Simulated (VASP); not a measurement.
Here is a VASP 6.6.1 calculation.

File INCAR:

```
SYSTEM = Te2Mo
PREC = Accurate ; ENCUT = 520
EDIFF = 1E-6 ; ISMEAR = -1
SIGMA = 0.05 ; LREAL = .False.
LASPH = .True. ; NELM = 60
ALGO = Normal ; ISIF = 2
LWAVE = .False. ; LCHARG = .False.
GGA = CA ; NBANDS = 49
```

The input KPOINTS:

```
regular mesh
0
Gamma
  7 7 1
  0 0 0
```

Contents of POSCAR:

```
Te2Mo
1.0
    3.4712780547      0.0000000000      0.0000000000
   -1.7356390274      3.0062149790      0.0000000000
    0.0000000000      0.0000000000     30.1976871379
Te Mo
6 3
Direct
    0.0000000000      0.0000000000      0.0594982412
    0.3333333333      0.6666666667      0.2871253799
    0.3333333333      0.6666666667      0.8317563059
    0.3333333333      0.6666666667      0.1682436941
    0.3333333333      0.6666666667      0.7128746201
    0.0000000000      0.0000000000      0.9405017588
    0.3333333333      0.6666666667      0.0000000000
    0.0000000000      0.0000000000      0.2277816028
    0.0000000000      0.0000000000      0.7722183972
```

Potentials or basis: VASP PAW LDA potentials, release 64 (Te, Mo_sv).

The run is started by

```bash
$ cat potpaw_LDA.64/Te/POTCAR potpaw_LDA.64/Mo_sv/POTCAR > POTCAR
$ mpirun -np 1 vasp_std > vasp.out
```

Predict the largest force.

0.058 eV/Å.

Predict the band gap on the k mesh.

0.90 eV (least direct gap 1.37 eV).

Forces on the atoms (eV/Å):
```
Te   0.000  0.000  0.058
Te   0.000  0.000  0.057
Te   0.000  0.000  0.057
Te   0.000  0.000 -0.057
Te   0.000  0.000 -0.057
Te   0.000  0.000 -0.058
Mo   0.000  0.000  0.000
Mo   0.000  0.000 -0.001
Mo   0.000  0.000  0.001
```

Caveat: there is no dipole correction, which matters where the two faces differ; spin-orbit coupling is left out, which moves the levels of the heavy elements.
